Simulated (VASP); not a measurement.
Here is a VASP 6.6.1 calculation.

File INCAR:

```
ALGO = Normal
EDIFF = 1E-6
ENCUT = 520
ISIF = 2
ISMEAR = 0
LASPH = True
LCHARG = True
LELF = True
LREAL = False
LVHAR = True
LWAVE = False
NBANDS = 9
NELM = 60
PREC = Accurate
SIGMA = 0.2
```

The input KPOINTS:

```
k-points
0
Gamma
  16 16 9
```

The input POSCAR:

```
Be
1.0
    2.2295160349      0.0000000000      0.0000000000
   -1.1147580175      1.9308175243      0.0000000000
    0.0000000000      0.0000000000      3.5083258361
Be
2
Direct
    0.3333333333      0.6666666667      0.2500000000
    0.6666666667      0.3333333333      0.7500000000
```

Potentials or basis: VASP PAW LDA potentials, release 64 (Be).

The run is started by

```sh
$ cat potpaw_LDA.64/Be/POTCAR > POTCAR
$ mpirun -np 1 vasp_std > vasp.out
```

Q: What does it give for the pressure?

A: 0.4 GPa.

Q: Predict the band gap on the k mesh.

A: Zero (band 2 reaches 8.05 eV, above the bottom of band 3 at 6.47 eV).
